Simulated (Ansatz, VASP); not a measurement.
**One calculation of Re, two programs**

```
CELL_PARAMETERS angstrom
0.00000 1.93665 2.05400
1.93665 0.00000 2.05400
1.93665 1.93665 0.00000
ATOMIC_POSITIONS crystal
Re 0.00000 0.00000 0.00000
```

Change from the starting cell: z stretched by +4 % at fixed volume, PAW files.

Alike in both runs: task electric field gradients; functional PBE; k mesh 14 × 14 × 14; occupations fermi-dirac, width 0.05 eV; no spin polarisation.

|  | VASP | Ansatz |
| --- | --- | --- |
| version | VASP 6.6.1 | Ansatz 0.2.0 |
| potentials or method | VASP PAW PBE potentials, release 64 (Re_sv_GW) | PAW with Ansatz's default frozen-core files, scalar-relativistic |
| plane-wave cutoff (eV) | 410 | 420 |
| valence electrons in the cell | 15 | 15 |

Ansatz gave:

```
size of Vzz on the site where it differs most (V/Å²) : 28.9
```

Question: What did VASP give for the same quantities?

Answer: Size of Vzz on the site where it differs most (V/Å²): 35.0.

Neither program's run includes spin-orbit coupling.
